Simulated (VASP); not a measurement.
# Rb (Im-3m) in VASP: a series of runs

Runs on Rb. Level: PBE. Tasks: single point.

Everything below comes from runs of VASP 6.6.1. Logs are shortened: lines on timing, memory, paths and dates and some standing lists are left out, and cuts for length are marked.

## 1. The cell of the first run

Symmetry: Im-3m, No. 229, cubic system. Conventional cell: a = 4.988 Å, b = 4.988 Å, c = 4.988 Å, α = 90.00°, β = 90.00°, γ = 90.00°. Within 5.7 Å of Rb (site symmetry m-3m) lie 14 Rb at 4.32 to 4.99 Å.

## 2. Single point, PBE (volume scaled by 0.68)

File INCAR:

```
SYSTEM = Rb
PREC     = Accurate       ! precision mode
ENCUT    = 520            ! plane-wave cutoff, eV
EDIFF    = 1E-6           ! SCF threshold, eV
ISMEAR   = -1             ! smearing method
SIGMA    = 0.1            ! smearing width, eV
LREAL    = .FALSE.        ! projectors in reciprocal space
LASPH    = .TRUE.         ! aspherical terms in the spheres
NELM     = 100            ! most SCF steps
ALGO     = Normal         ! electronic algorithm
ISIF     = 2              ! what is computed and relaxed
LWAVE    = .FALSE.        ! write WAVECAR
LCHARG   = .FALSE.        ! write CHGCAR
GGA      = PE             ! functional
NBANDS   = 10             ! bands
```

File KPOINTS:

```
Automatic mesh
0
G
  10 10 10
  0 0 0
```

File POSCAR:

```
Rb
1.0
   -2.4937942080      2.4937942080      2.4937942080
    2.4937942080     -2.4937942080      2.4937942080
    2.4937942080      2.4937942080     -2.4937942080
Rb
1
Direct
    0.0000000000      0.0000000000      0.0000000000
```

Potentials or basis: VASP PAW PBE potentials, release 64 (Rb_sv).

Launch:

```console
cat potpaw_PBE.64/Rb_sv/POTCAR > POTCAR
mpirun -np 1 vasp_std > vasp.out
```

OUTCAR:

```text
SYSTEM = Rb
   PREC = Accurate
   ENCUT = 520
   EDIFF = 1E-6
   ISMEAR = -1
   LREAL = .FALSE.
   LASPH = .TRUE.
   NELM = 100
   ISIF = 2
   GGA = PE

 ion  position               nearest neighbor table
   1  0.000  0.000  0.000-

  LATTYP: Found a body centered cubic cell.
 ALAT       =     4.9875884160

  Lattice vectors:

 A1 = (  -2.4937942080,   2.4937942080,   2.4937942080)
 A2 = (   2.4937942080,  -2.4937942080,   2.4937942080)
 A3 = (   2.4937942080,   2.4937942080,  -2.4937942080)

Analysis of symmetry for initial positions (statically):
=====================================================================
 Subroutine PRICEL returns:
 Original cell was already a primitive cell.

 Routine SETGRP: Setting up the symmetry group for a
 body centered cubic supercell.

 Subroutine GETGRP returns: Found 48 space group operations
 (whereof 48 operations were pure point group operations)
 out of a pool of 48 trial point group operations.

The static configuration has the point symmetry O_h .

Analysis of symmetry for dynamics (positions and initial velocities):
=====================================================================
 Subroutine PRICEL returns:
 Original cell was already a primitive cell.

 Routine SETGRP: Setting up the symmetry group for a
 body centered cubic supercell.

 Subroutine GETGRP returns: Found 48 space group operations
 (whereof 48 operations were pure point group operations)
 out of a pool of 48 trial point group operations.

The dynamic configuration has the point symmetry O_h .

 Subroutine INISYM returns: Found 48 space group operations
 (whereof 48 operations are pure point group operations),
 and found     1 'primitive' translations

----------------------------------------------------------------------------------------

                                     Primitive cell

  volume of cell :      62.0357

  direct lattice vectors                    reciprocal lattice vectors
    -2.493794208  2.493794208  2.493794208     0.000000000  0.200497699  0.200497699
     2.493794208 -2.493794208  2.493794208     0.200497699  0.000000000  0.200497699
     2.493794208  2.493794208 -2.493794208     0.200497699  0.200497699  0.000000000

  length of vectors
     4.319378272  4.319378272  4.319378272     0.283546565  0.283546565  0.283546565

  position of ions in fractional coordinates (direct lattice)
     0.000000000  0.000000000  0.000000000

  ion indices of the primitive-cell ions
   primitive index   ion index
                 1           1

----------------------------------------------------------------------------------------

 KPOINTS: Automatic mesh

Automatic generation of k-mesh.
 Grid dimensions read from file:
 generate k-points for:   10   10   10

 Generating k-lattice:

  Cartesian coordinates                     Fractional coordinates (reciprocal lattice)
     0.000000000  0.020049770  0.020049770     0.100000000  0.000000000  0.000000000
     0.020049770  0.000000000  0.020049770     0.000000000  0.100000000  0.000000000
     0.020049770  0.020049770  0.000000000     0.000000000  0.000000000  0.100000000

  Length of vectors
     0.028354656  0.028354656  0.028354656

  Shift w.r.t. Gamma in fractional coordinates (k-lattice)
     0.000000000  0.000000000  0.000000000

 Subroutine IBZKPT returns following result:
 ===========================================

 Found     47 irreducible k-points:

 Following reciprocal coordinates:
            Coordinates               Weight
  0.000000  0.000000  0.000000      1.000000
  0.100000  0.000000  0.000000     12.000000
  0.200000  0.000000  0.000000     12.000000
  0.300000  0.000000  0.000000     12.000000
  0.400000  0.000000  0.000000     12.000000
  0.500000  0.000000  0.000000      6.000000
[... 16 lines left out ...]
  0.300000  0.300000  0.100000      8.000000
 -0.300000  0.300000  0.100000     24.000000
 [... further k-points ...]
   k-points           NKPTS =     47   k-points in BZ     NKDIM =     47   number of bands    NBANDS=     10
   number of dos      NEDOS =    301   number of ions     NIONS =      1
   total plane-waves  NPLWV =  32768
   dimension x,y,z NGX =    32 NGY =   32 NGZ =   32
   dimension x,y,z NGXF=    64 NGYF=   64 NGZF=   64
   ions per type =               1
   NGX,Y,Z   is equivalent  to a cutoff of  12.32, 12.32, 12.32 a.u.
   NGXF,Y,Z  is equivalent  to a cutoff of  24.63, 24.63, 24.63 a.u.
 SYSTEM =  Rb
   PREC   = accura    normal or accurate (medium, high low for compatibility)
   ISTART =      0    job   : 0-new  1-cont  2-samecut
   ICHARG =      2    charge: 1-file 2-atom 10-const
   ISPIN  =      1    spin polarized calculation?
   LNONCOLLINEAR =      F non collinear calculations
   LSORBIT =      F    spin-orbit coupling
   LASPH  =      T    aspherical Exc in radial PAW
   ENCUT  =  520.0 eV  38.22 Ry    6.18 a.u.   8.03  8.03  8.03*2*pi/ulx,y,z
   NELM   =    100;   NELMIN=  2; NELMDL= -5     # of ELM steps
   EDIFF  = 0.1E-05   stopping-criterion for ELM
   LREAL  =      F    real-space projection
   EDIFFG = 0.1E-04   stopping-criterion for IOM
   NSW    =      0    number of steps for IOM
   IBRION =     -1    ionic relax: 0-MD 1-quasi-New 2-CG
   NFREE  =      0    steps in history (QN), initial steepest desc. (CG)
   ISIF   =      2    stress and relaxation
   ISYM   =      2    0-nonsym 1-usesym 2-fastsym
   POTIM  = 0.5000    time-step for ionic-motion
   TEBEG  =    0.0;   TEEND  =   0.0 temperature during run
   PSTRESS=    0.0 pullay stress
   NELECT =       9.0000    total number of electrons
   NUPDOWN=      -1.0000    fix difference up-down
   EMIN   =  10.00;   EMAX   =-10.00  energy-range for DOS
   EFERMI =   0.00;   METHOD = LEGACY
   ISMEAR =    -1;   SIGMA  =   0.10  broadening in eV -4-tet -1-fermi 0-gaus
   EFERMI_NEDOS =   21; number of points for ismear=-14 and -15
   IALGO  =     38    algorithm
   IMIX   =      4    mixing-type and parameters
     AMIX     =   0.40;   BMIX     =  1.00
     AMIX_MAG =   1.60;   BMIX_MAG =  1.00
  volume/ion in A,a.u.               =      62.04       418.64
  Fermi-wavevector in a.u.,A,eV,Ry     =   0.860218  1.625576 10.067965  0.739975
  Thomas-Fermi vector in A             =   1.977689
   LORBIT       =      0    0 simple, 1 ext, 2 COOP (PROOUT), +10 PAW based schemes
   GGA     = PE    functional components
   LHFCALC =     F    Hartree Fock is set to
   AEXX    =    0.0000 exact exchange contribution
   IVDW    =     0    specifies the selected vdW correction
   LEPSILON=     F    determine dielectric tensor
   LRPA    =     F    only Hartree local field effects (RPA)
 non-spin polarized calculation
  energy-cutoff  :      520.00
  volume of cell :       62.04
 maximum number of plane-waves:      1689
   NGX = 15   NGY = 15   NGZ = 15

 number of electron       9.0000000 magnetization

 Free energy of the ion-electron system (eV)
  ---------------------------------------------------
  ext. energy  EPLUGINS =         0.00000000
  ---------------------------------------------------
  free energy    TOTEN  =        -0.80314826 eV

  energy without entropy =       -0.77099736  energy(sigma->0) =       -0.78707281

 E-fermi :   1.0850     XC(G=0):  -6.4856

 val. band max:        1.0212907197   @ k =  -0.3000   0.3000   0.3000
 cond. band min:       1.1227554172   @ k =   0.3000   0.2000  -0.0000
 fundamental gap:      0.1014646976
 Fermi energy:         1.0850156689

 k-point     1 :       0.0000    0.0000    0.0000
  band No.  band energies     occupation
      1     -27.7336      2.00000
      2     -11.6905      2.00000
      3     -11.6905      2.00000
      4     -11.6905      2.00000
      5      -1.4354      2.00000
      6       5.0614      0.00000
      7       5.0614      0.00000
      8       5.0614      0.00000
      9       6.3111      0.00000
     10       6.3111      0.00000

 k-point     2 :       0.1000    0.0000    0.0000
  band No.  band energies     occupation
      1     -27.7313      2.00000
      2     -11.7246      2.00000
      3     -11.7006      2.00000
      4     -11.6908      2.00000
      5      -1.2638      2.00000
      6       4.8444      0.00000
      7       4.8502      0.00000
      8       5.2327      0.00000
      9       6.0222      0.00000
     10       6.2594      0.00000

 k-point     3 :       0.2000    0.0000    0.0000
  band No.  band energies     occupation
      1     -27.7251      2.00000
      2     -11.8115      2.00000
      3     -11.7268      2.00000
      4     -11.6915      2.00000
      5      -0.7789      2.00000
      6       4.1075      0.00000
      7       4.4147      0.00000
      8       5.7380      0.00000
      9       6.0153      0.00000
     10       6.2142      0.00000

 k-point     4 :       0.3000    0.0000    0.0000
  band No.  band energies     occupation
      1     -27.7175      2.00000
      2     -11.9147      2.00000
      3     -11.7588      2.00000
      4     -11.6925      2.00000
      5      -0.0696      1.99998
      6       3.2988      0.00000
      7       4.0051      0.00000
      8       6.2280      0.00000
      9       6.3244      0.00000
     10       6.5518      0.00000

 k-point     5 :       0.4000    0.0000    0.0000
  band No.  band energies     occupation
      1     -27.7113      2.00000
      2     -11.9951      2.00000
      3     -11.7844      2.00000
      4     -11.6933      2.00000
      5       0.7019      1.95757
      6       2.6397      0.00000
      7       3.7331      0.00000
      8       6.2616      0.00000
      9       6.6585      0.00000
     10       7.6310      0.00000

 k-point     6 :       0.5000    0.0000    0.0000
  band No.  band energies     occupation
      1     -27.7089      2.00000
      2     -12.0251      2.00000
      3     -11.7942      2.00000
      4     -11.6936      2.00000
      5       1.1441      0.71272
      6       2.2889      0.00001
      7       3.6390      0.00000
      8       6.1704      0.00000
      9       7.1459      0.00000
     10       7.3555      0.00000
[... 183 lines left out ...]
 k-point    21 :       0.3000    0.2000    0.1000
  band No.  band energies     occupation
      1     -27.7080      2.00000
      2     -11.9555      2.00000
      3     -11.8386      2.00000
      4     -11.7513      2.00000
      5       1.7193      0.00351
      6       2.4708      0.00000
      7       2.9412      0.00000
      8       6.0383      0.00000
      9       6.9503      0.00000
     10       7.2206      0.00000

 k-point    22 :      -0.2000    0.2000    0.1000
  band No.  band energies     occupation
      1     -27.7230      2.00000
      2     -11.8124      2.00000
      3     -11.7376      2.00000
      4     -11.7169      2.00000
      5      -0.6217      2.00000
      6       4.1337      0.00000
      7       4.4867      0.00000
      8       5.1399      0.00000
      9       5.6946      0.00000
     10       6.8669      0.00000

 k-point    23 :       0.3000    0.3000    0.1000
  band No.  band energies     occupation
      1     -27.7071      2.00000
      2     -11.9013      2.00000
      3     -11.9013      2.00000
      4     -11.7613      2.00000
      5       2.4003      0.00000
      6       2.4003      0.00000
      7       2.4464      0.00000
      8       5.7376      0.00000
      9       7.0605      0.00000
     10       7.0605      0.00000

 k-point    24 :      -0.3000    0.3000    0.1000
  band No.  band energies     occupation
      1     -27.7155      2.00000
      2     -11.9099      2.00000
      3     -11.7702      2.00000
      4     -11.7167      2.00000
      5       0.0746      1.99992
      6       3.2985      0.00000
      7       4.1189      0.00000
      8       5.3129      0.00000
      9       6.4947      0.00000
     10       6.9763      0.00000

 [... further k-points ...]
[... 5 lines left out ...]
  --------------------------------------------------------------------------------------
  -------------------------------------------------------------------------------------
  Total        0.8397517      0.8397517      0.8397517     -0.0000000     -0.0000000      0.0000000
  in kB       21.6880074     21.6880074     21.6880074     -0.0000000     -0.0000000      0.0000000
  external PRESSURE =      21.6880074 kB  Pullay stress =       0.0000000 kB

 VOLUME and BASIS-vectors are now :
 -----------------------------------------------------------------------------
  energy-cutoff  :      520.00
  volume of cell :       62.04
      direct lattice vectors                 reciprocal lattice vectors
    -2.493794208  2.493794208  2.493794208     0.000000000  0.200497699  0.200497699
     2.493794208 -2.493794208  2.493794208     0.200497699  0.000000000  0.200497699
     2.493794208  2.493794208 -2.493794208     0.200497699  0.200497699  0.000000000

 POSITION                                       TOTAL-FORCE (eV/Angst)
 -----------------------------------------------------------------------------------
      0.00000      0.00000      0.00000         0.000000     -0.000000      0.000000
 -----------------------------------------------------------------------------------
    total drift:                                0.000000      0.000000     -0.000000

  FREE ENERGIE OF THE ION-ELECTRON SYSTEM (eV)
  ---------------------------------------------------
  free  energy   TOTEN  =        -0.8031482581 eV

  energy  without entropy=       -0.7709973584  energy(sigma->0) =       -0.78707281
```

Run time: 19 s. Hardware: 1 thread of AMD EPYC 7R43 (Zen 3), shared host; peak memory 0.15 GiB.

Results:

| Quantity | Value |
| --- | --- |
| Free energy | -0.8031 eV |
| Pressure | 2.2 GPa |

Levels at points of the mesh, in eV from the Fermi level:
```tsv
k point	band 2	band 3	band 4	band 5	band 6	band 7
(0.00, 0.00, 0.00)	-12.78	-12.78	-12.78	-2.52	3.98	3.98
(0.50, 0.00, 0.00)	-13.11	-12.88	-12.78	0.06	1.20	2.55
(0.50, 0.50, 0.50)	-13.00	-13.00	-13.00	0.86	0.86	4.45
```

[end of part 1 of 2]
